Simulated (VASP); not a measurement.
# WSe2 (R-3m) in VASP: a series of runs

WSe2 is run at these levels: r2SCAN+rVV10, PBE, LDA; tasks: single point.

Program: VASP 6.6.1. These are calculated values, not measurements. Logs are shortened: lines on timing, memory, paths and dates and some standing lists are left out, and cuts for length are marked.

## (1) The cell of the first run

Symmetry: R-3m, No. 166, trigonal system. Conventional cell: a = 3.287 Å, b = 3.287 Å, c = 19.492 Å, α = 90.00°, β = 90.00°, γ = 120.00°. Within 3.4 Å of W (site symmetry -3m) lie 6 Se at 2.55 Å and 6 W at 3.29 Å. Within 3.4 Å of Se (site symmetry 3m) lie 3 W at 2.55 Å and 6 Se at 3.29 Å.

## (2) Single point, r2SCAN+rVV10

File POSCAR:

```
WSe2
1.0
    1.6433003450      0.9487598965      6.4972669940
   -1.6433003450      0.9487598965      6.4972669940
    0.0000000000     -1.8975197931      6.4972669940
W Se
1 2
Direct
    0.0000000000      0.0000000000      0.0000000000
    0.2462563272      0.2462563272      0.2462563272
    0.7537436728      0.7537436728      0.7537436728
```

File INCAR.step1:

```
PREC = Accurate
ENCUT = 520
ISMEAR = -1
SIGMA = 0.02
LREAL = F
LASPH = T
NELM = 60
NBANDS = 20
GGA = PE
ALGO = Normal
EDIFF = 1E-4
LWAVE = T
LCHARG = F
```

File INCAR.step2:

```
PREC = Accurate
ENCUT = 520
EDIFF = 1E-7
ISMEAR = -1
SIGMA = 0.02
LREAL = F
LASPH = T
NELM = 60
ALGO = Normal
ISIF = 2
LWAVE = F
LCHARG = F
METAGGA = R2SCAN
LMIXTAU = T
LUSE_VDW = T
IVDW_NL = 2
BPARAM = 11.95
CPARAM = 0.0093
NBANDS = 20
ISTART = 1
```

File KPOINTS:

```
Automatic mesh
0
Gamma
  8 8 8
```

Potentials or basis: VASP PAW PBE potentials, release 64 (W_sv, Se).

Started as:

```
cat potpaw_PBE.64/W_sv/POTCAR potpaw_PBE.64/Se/POTCAR > POTCAR
cp INCAR.step1 INCAR
mpirun -np 1 vasp_std > vasp.out
cp INCAR.step2 INCAR
mpirun -np 1 vasp_std > vasp.out
```

OUTCAR:

```text
PREC = Accurate
   ENCUT = 520
   EDIFF = 1E-7
   ISMEAR = -1
   LREAL = F
   LASPH = T
   NELM = 60
   ISIF = 2
   METAGGA = R2SCAN
   IVDW_NL = 2
   BPARAM = 11.95
   ISTART = 1

 ion  position               nearest neighbor table
   1  0.000  0.000  0.000-   3 2.55   2 2.55   3 2.55   3 2.55   2 2.55   2 2.55
   2  0.246  0.246  0.246-   1 2.55   1 2.55   1 2.55
   3  0.754  0.754  0.754-   1 2.55   1 2.55   1 2.55

  LATTYP: Found a trigonal (rhomboedric) cell.
 ALAT       =     6.7686822762
 COS(alpha) =     0.8821157917

  Lattice vectors:

 A1 = (   1.6433003450,   0.9487598965,   6.4972669940)
 A2 = (  -1.6433003450,   0.9487598965,   6.4972669940)
 A3 = (   0.0000000000,  -1.8975197931,   6.4972669940)

Analysis of symmetry for initial positions (statically):
=====================================================================
 Subroutine PRICEL returns:
 Original cell was already a primitive cell.

 Routine SETGRP: Setting up the symmetry group for a
 trigonal (rhombohedral) supercell.

 Subroutine GETGRP returns: Found 12 space group operations
 (whereof 12 operations were pure point group operations)
 out of a pool of 12 trial point group operations.

The static configuration has the point symmetry D_3d.

Analysis of symmetry for dynamics (positions and initial velocities):
=====================================================================
 Subroutine PRICEL returns:
 Original cell was already a primitive cell.

 Routine SETGRP: Setting up the symmetry group for a
 trigonal (rhombohedral) supercell.

 Subroutine GETGRP returns: Found 12 space group operations
 (whereof 12 operations were pure point group operations)
 out of a pool of 12 trial point group operations.

The dynamic configuration has the point symmetry D_3d.

 Subroutine INISYM returns: Found 12 space group operations
 (whereof 12 operations are pure point group operations),
 and found     1 'primitive' translations

----------------------------------------------------------------------------------------

                                     Primitive cell

  volume of cell :      60.7792

  direct lattice vectors                    reciprocal lattice vectors
     1.643300345  0.948759897  6.497266994     0.304265743  0.175667908  0.051303623
    -1.643300345  0.948759897  6.497266994    -0.304265743  0.175667908  0.051303623
     0.000000000 -1.897519793  6.497266994     0.000000000 -0.351335817  0.051303623
[... 78 lines left out ...]
   ISTART =      1    job   : 0-new  1-cont  2-samecut
   ICHARG =      0    charge: 1-file 2-atom 10-const
   ISPIN  =      1    spin polarized calculation?
   LNONCOLLINEAR =      F non collinear calculations
   LSORBIT =      F    spin-orbit coupling
   LASPH  =      T    aspherical Exc in radial PAW
   ENCUT  =  520.0 eV  38.22 Ry    6.18 a.u.  12.59 12.59 12.59*2*pi/ulx,y,z
   NELM   =     60;   NELMIN=  2; NELMDL=  0     # of ELM steps
   EDIFF  = 0.1E-06   stopping-criterion for ELM
   LREAL  =      F    real-space projection
   EDIFFG = 0.1E-05   stopping-criterion for IOM
   NSW    =      0    number of steps for IOM
   IBRION =     -1    ionic relax: 0-MD 1-quasi-New 2-CG
   NFREE  =      0    steps in history (QN), initial steepest desc. (CG)
   ISIF   =      2    stress and relaxation
   ISYM   =      2    0-nonsym 1-usesym 2-fastsym
   POTIM  = 0.5000    time-step for ionic-motion
   TEBEG  =    0.0;   TEEND  =   0.0 temperature during run
   PSTRESS=    0.0 pullay stress
   NELECT =      26.0000    total number of electrons
   NUPDOWN=      -1.0000    fix difference up-down
   EMIN   =  10.00;   EMAX   =-10.00  energy-range for DOS
   EFERMI =   0.00;   METHOD = LEGACY
   ISMEAR =    -1;   SIGMA  =   0.02  broadening in eV -4-tet -1-fermi 0-gaus
   EFERMI_NEDOS =   21; number of points for ismear=-14 and -15
   IALGO  =     38    algorithm
   IMIX   =      4    mixing-type and parameters
     AMIX     =   0.40;   BMIX     =  1.00
     AMIX_MAG =   1.60;   BMIX_MAG =  1.00
  volume/ion in A,a.u.               =      20.26       136.72
  Fermi-wavevector in a.u.,A,eV,Ry     =   1.233524  2.331022 20.702366  1.521581
  Thomas-Fermi vector in A             =   2.368251
   LORBIT       =      0    0 simple, 1 ext, 2 COOP (PROOUT), +10 PAW based schemes
   METAGGA = R2SCAN    functional components
   LHFCALC =     F    Hartree Fock is set to
   AEXX    =    0.0000 exact exchange contribution
   IVDW_NL    =     2    kernel type
   BPARAM     =11.9500
   IVDW    =     0    specifies the selected vdW correction
   LEPSILON=     F    determine dielectric tensor
   LRPA    =     F    only Hartree local field effects (RPA)
 non-spin polarized calculation
  energy-cutoff  :      520.00
  volume of cell :       60.78
 maximum number of plane-waves:      1655
   NGX = 25   NGY = 25   NGZ = 25

 number of electron      26.0000003 magnetization

 Free energy of the ion-electron system (eV)
  ---------------------------------------------------
  ext. energy  EPLUGINS =         0.00000000
  ---------------------------------------------------
  free energy    TOTEN  =       -80.43841701 eV

  energy without entropy =      -80.43642469  energy(sigma->0) =      -80.43742085

 E-fermi :   6.6235     XC(G=0): -11.4891

 val. band max:        6.6175230476   @ k =   0.5000   0.5000   0.5000
 cond. band min:       6.6308614317   @ k =  -0.1250   0.5000   0.1250
 fundamental gap:      0.0133383841
 Fermi energy:         6.6235401675

 k-point     1 :       0.0000    0.0000    0.0000
  band No.  band energies     occupation
      1     -70.1931      2.00000
      2     -33.7209      2.00000
      3     -33.7018      2.00000
      4     -33.7018      2.00000
      5      -9.7895      2.00000
      6      -8.2277      2.00000
[... 541 lines left out ...]
     19      14.1983      0.00000
     20      16.1569      0.00000

 [... further k-points ...]
[... 5 lines left out ...]
  --------------------------------------------------------------------------------------
  -------------------------------------------------------------------------------------
  Total        0.2501173      0.2501173      0.2298337      0.0000000     -0.0000000      0.0000000
  in kB        6.5932420      6.5932420      6.0585559      0.0000000     -0.0000000      0.0000000
  external PRESSURE =       6.4150133 kB  Pullay stress =       0.0000000 kB

 VOLUME and BASIS-vectors are now :
 -----------------------------------------------------------------------------
  energy-cutoff  :      520.00
  volume of cell :       60.78
      direct lattice vectors                 reciprocal lattice vectors
     1.643300345  0.948759897  6.497266994     0.304265743  0.175667908  0.051303623
    -1.643300345  0.948759897  6.497266994    -0.304265743  0.175667908  0.051303623
     0.000000000 -1.897519793  6.497266994     0.000000000 -0.351335817  0.051303623

 POSITION                                       TOTAL-FORCE (eV/Angst)
 -----------------------------------------------------------------------------------
      0.00000      0.00000      0.00000         0.000000     -0.000000      0.000000
      0.00000     -0.00000      4.79998        -0.000000      0.000000     -0.058296
      0.00000     -0.00000     14.69182        -0.000000     -0.000000      0.058296
 -----------------------------------------------------------------------------------
    total drift:                               -0.000000     -0.000000      0.000000

  FREE ENERGIE OF THE ION-ELECTRON SYSTEM (eV)
  ---------------------------------------------------
  free  energy   TOTEN  =       -80.4384170058 eV

  energy  without entropy=      -80.4364246948  energy(sigma->0) =      -80.43742085
```

Run time: 30 min. Hardware: 1 thread of Intel Xeon Platinum 8375C at 2.90GHz (Ice Lake), shared host; peak memory 0.84 GiB.

Results:

```
Free energy            : -80.4384 eV
Pressure               : 0.6 GPa
Largest force          : 0.058 eV/Å
Band gap on the k mesh : zero (band 13 reaches 6.63 eV, above the bottom of band 14 at 6.62 eV)
```

Forces in eV/Å, atoms in the order of the input:
```
W    0.000  0.000  0.000
Se   0.000  0.000 -0.058
Se   0.000  0.000  0.058
```

Caveat: the PAW data sets were made with another functional, which shifts forces and pressure a little; spin-orbit coupling is left out, which moves the levels of the heavy elements.

## (3) Single point, PBE

File INCAR:

```
SYSTEM = WSe2
ALGO = Normal ; EDIFF = 1E-6
ENCUT = 520 ; GGA = PE
ISIF = 2 ; ISMEAR = -1
LASPH = .TRUE. ; LCHARG = .TRUE.
LELF = .TRUE. ; LREAL = .FALSE.
LVHAR = .TRUE. ; LWAVE = .FALSE.
NBANDS = 20 ; NELM = 100
PREC = Accurate ; SIGMA = 0.02
```

File KPOINTS:

```
k-points
0
G
  10 10 10
  0 0 0
```

POSCAR is that of step 2.

Potentials or basis: VASP PAW PBE potentials, release 64 (W_sv, Se).

Started as:

```
cat potpaw_PBE.64/W_sv/POTCAR potpaw_PBE.64/Se/POTCAR > POTCAR
mpirun -np 1 vasp_std > vasp.out
```

Run time: 11 min. Hardware: 1 thread of Intel Xeon Platinum 8375C at 2.90GHz (Ice Lake), shared host; peak memory 0.41 GiB.

The run converged. Its results:

```yaml
Free_energy: -20.8386 eV
Pressure: 3.5 GPa
Largest_force: 0.357 eV/Å
Band_gap_on_the_k_mesh: zero (band 13 reaches 7.00 eV, above the bottom of band 14 at 6.57 eV)
```

Forces on the atoms (eV/Å):
```
W    0.000  0.000  0.000
Se   0.000  0.000 -0.357
Se   0.000  0.000  0.357
```

Stress tensor (GPa, compression positive):
```
2.71 0.00 0.00
0.00 2.71 0.00
0.00 0.00 5.14
```

Levels at points of the mesh, in eV from the Fermi level:
```tsv
k point	band 10	band 11	band 12	band 13	band 14	band 15	band 16	band 17
(0.00, 0.00, 0.00)	-1.88	-1.68	-0.73	-0.73	0.22	0.22	3.38	3.38
(0.50, 0.00, 0.00)	-3.86	-3.12	-2.18	-1.40	1.46	2.10	3.25	3.41
(0.50, 0.50, 0.00)	-3.75	-3.14	-2.47	-1.70	1.46	1.76	3.34	3.76
(0.50, 0.50, 0.50)	-3.47	-0.71	-0.71	-0.54	0.07	0.07	3.54	3.54
```

Caveat: spin-orbit coupling is left out, which moves the levels of the heavy elements.

## (4) Single point, LDA

File INCAR:

```
PREC = Accurate
ENCUT = 520
EDIFF = 1E-6
ISMEAR = -1
SIGMA = 0.02
LREAL = False
LASPH = True
NELM = 60
ALGO = Normal
ISIF = 2
LWAVE = False
LCHARG = False
NBANDS = 20
```

File KPOINTS:

```
regular mesh
0
Gamma
  10 10 10
```

POSCAR is that of step 3.

Potentials or basis: VASP PAW LDA potentials, release 64 (W_sv, Se).

Started as:

```
cat potpaw_LDA.64/W_sv/POTCAR potpaw_LDA.64/Se/POTCAR > POTCAR
mpirun -np 1 vasp_std > vasp.out
```

Run time: 8.1 min. Hardware: 1 thread of Intel Xeon Platinum 8375C at 2.90GHz (Ice Lake), shared host; peak memory 0.36 GiB.

The run converged. Its results:

```
Free energy            : -23.4979 eV
Pressure               : -3.8 GPa
Largest force          : 0.091 eV/Å
Band gap on the k mesh : zero (band 13 reaches 6.93 eV, above the bottom of band 14 at 6.53 eV)
```

Forces in eV/Å, atoms in the order of the input:
```
W    0.000  0.000  0.000
Se   0.000  0.000  0.091
Se   0.000  0.000 -0.091
```

Stress tensor (GPa, compression positive):
```
-4.46  0.00  0.00
 0.00 -4.46  0.00
 0.00  0.00 -2.42
```

Levels at points of the mesh, in eV from the Fermi level:
```
           k point  band 10  band 11  band 12  band 13  band 14  band 15  band 16  band 17
(0.00, 0.00, 0.00)    -1.80    -1.68    -0.72    -0.72     0.27     0.27     3.39     3.39
(0.50, 0.00, 0.00)    -3.82    -3.03    -2.15    -1.34     1.45     2.08     3.26     3.38
(0.50, 0.50, 0.00)    -3.72    -3.06    -2.45    -1.64     1.45     1.73     3.32     3.78
(0.50, 0.50, 0.50)    -3.44    -0.71    -0.71    -0.51     0.12     0.12     3.56     3.56
```

Caveat: spin-orbit coupling is left out, which moves the levels of the heavy elements.

## (5) The runs side by side

```csv
level,potentials or basis,k mesh,gap on the mesh (eV),pressure (GPa),largest force (eV/Å)
r2SCAN+rVV10,"VASP PAW PBE potentials, release 64 (W_sv, Se)",8 × 8 × 8,none,0.6,0.06
PBE,"VASP PAW PBE potentials, release 64 (W_sv, Se)",10 × 10 × 10,none,3.5,0.36
LDA,"VASP PAW LDA potentials, release 64 (W_sv, Se)",10 × 10 × 10,none,-3.8,0.09
```

Alike in all rows: task single point; no spin polarisation; cell as given; cutoff (eV) 520; smearing fermi-dirac 0.02 eV.

Caveats: spin-orbit coupling is left out, which moves the levels of the heavy elements; the PAW data sets were made with another functional, which shifts forces and pressure a little (some runs).

Total energies depend on the potentials used, so only differences within one code and one set of settings carry meaning.
